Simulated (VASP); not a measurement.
Runs of VASP 6.6.1 on Ge. The structure is that of space group P6_3/mmc (No. 194), or close to it. The cells are those of the table. This isn't the form of Ge at room conditions, which is diamond.

```csv
task,level,potentials or basis,cell,gap on the mesh (eV),pressure (GPa),relaxed volume (Å³/atom)
single point,LDA,"VASP PAW LDA potentials, release 64 (Ge_d)","a = 3.964, b = 3.964, c = 6.519 Å, angles 90.0, 90.0, 120.0°, 4 atoms",none,0.1,-
relaxation of cell and atoms,PBEsol+D3(BJ),"VASP PAW PBE potentials, release 64 (Ge_d)","relaxed from a = 3.998, b = 3.998, c = 6.599 Å, angles 90.0, 90.0, 120.0°, 4 atoms",none,0.0,22.18
relaxation of cell and atoms,LDA,"VASP PAW LDA potentials, release 64 (Ge_d)","relaxed from a = 3.998, b = 3.998, c = 6.599 Å, angles 90.0, 90.0, 120.0°, 4 atoms",none,0.0,(a)
single point,PBEsol,"VASP PAW PBE potentials, release 64 (Ge_d)","a = 4.003, b = 4.003, c = 6.582 Å, angles 90.0, 90.0, 120.0°, 4 atoms",-,-0.2,-
single point,PBEsol+D3(BJ),"VASP PAW PBE potentials, release 64 (Ge_d)","a = 3.966, b = 3.966, c = 6.521 Å, angles 90.0, 90.0, 120.0°, 4 atoms",none,-0.2,-
```

Alike in all rows: no spin polarisation; k mesh 7 × 7 × 4; cutoff (eV) 500; smearing gaussian 0.15 eV.

Q: Estimate the missing entries.

A: (a) 22.22.

Caveats: semilocal functionals underestimate gaps, so a narrow gap can read as zero (at least some runs); the PAW data sets were made with another functional, which shifts forces and pressure a little (at least some runs).

A k mesh can miss the band edges, and the runs leave out spin-orbit coupling on Ge.

A gap of «none» marks levels without a gap at the run's occupations.
